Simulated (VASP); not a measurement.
Write the native input for VASP 6.6.1 that does the following.

```
Task                   : single point
Functional             : PBE
Potentials or basis    : VASP PAW PBE potentials, release 64 (Ti_sv, O)
Cutoff                 : 520 eV
k mesh                 : 6 × 6 × 6
Occupations            : gaussian, width 0.02 eV
Spin                   : no spin polarisation
Dipole correction      : no
Further INCAR settings : ALGO = Normal; EDIFF = 1e-06; NBANDS = 60
```

The structure of TiO2 lies in POSCAR:

```
TiO2
1.0
    5.3725687869      0.0000000000      0.0000000000
    0.0000000000      5.3725608194      0.0000000000
   -2.6358385492      0.0000000000      4.8495695209
Ti O
4 8
Direct
    0.5000000000      0.3734158951      0.2500000000
    0.5000000000      0.6265841049      0.7500000000
    0.0000000000      0.8734158951      0.2500000000
    0.0000000000      0.1265841049      0.7500000000
    0.2072833941      0.8771204097      0.6629096698
    0.7927166059      0.1228795903      0.3370903302
    0.7927166059      0.8771204097      0.8370903302
    0.2072833941      0.1228795903      0.1629096698
    0.7072833941      0.3771204097      0.6629096698
    0.2927166059      0.6228795903      0.3370903302
    0.2927166059      0.3771204097      0.8370903302
    0.7072833941      0.6228795903      0.1629096698
```

This cell differs from its parent crystal: shear of c along a, cell held: +1.0 %, then relaxed in part.

The input as run:

INCAR

```
SYSTEM = TiO2
PREC = Accurate
ENCUT = 520
EDIFF = 1E-6
ISMEAR = 0
SIGMA = 0.02
LREAL = .False.
LASPH = .True.
NELM = 100
ALGO = Normal
ISIF = 2
LWAVE = .False.
LCHARG = .False.
GGA = PE
NBANDS = 60
```

KPOINTS

```
regular mesh
0
Gamma
  6 6 6
  0 0 0
```

Potentials or basis: VASP PAW PBE potentials, release 64 (Ti_sv, O).

Run with:

```sh
$ cat potpaw_PBE.64/Ti_sv/POTCAR potpaw_PBE.64/O/POTCAR > POTCAR
$ mpirun -np 1 vasp_std > vasp.out
```

It gave:

- Pressure: 0.7 GPa
- Largest force: 0.018 eV/Å
- Band gap on the k mesh: 2.10 eV

Caveat: the cell differs from its parent crystal (shear of c along a, cell held: +1.0 %, then relaxed in part).

It took 5.4 min on 1 thread of Intel(R) Xeon(R) 6975P-C (Granite Rapids), with other jobs on the host, peak memory 0.55 GiB.
